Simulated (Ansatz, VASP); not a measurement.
**Ru in VASP and in Ansatz**

```
Ru
1.0
     2.66094    0.00000    0.00000
    -1.33047    2.30444    0.00000
     0.00000    0.00000    4.41423
Ru
2
Cartesian
  0.0000 1.5363 1.1036
  1.3305 0.7681 3.3107
```

Alike in both runs: task single point; functional PBEsol; k mesh 21 × 21 × 12; occupations gaussian, width 0.15 eV; no spin polarisation.

|  | VASP | Ansatz |
| --- | --- | --- |
| version | VASP 6.6.1 | Ansatz 0.2.0 |
| potentials or method | VASP PAW PBE potentials, release 64 (Ru_pv), cutoff 520 eV | scalar-relativistic, plane waves, PAW |
| valence electrons in the cell | 28 | 32 |

|  | VASP | Ansatz | Ansatz less VASP |
| --- | --- | --- | --- |
| gap on the k mesh at the Fermi level (eV) | none | none | - |
| pressure (GPa) | -5.0 | -5.0 | +0.06 |
| traceless stress, the component that is largest in VASP (GPa) | -15.59 | -15.62 | -0.024 |

VASP's potentials were made for PBE, not for PBEsol, and Ansatz warns of the same on its side. A gap of «none» marks a metal or a gap that the smearing closes. VASP's potentials hold 28 valence electrons a cell and Ansatz's 32, so a difference there can come from the potentials and not from the codes.
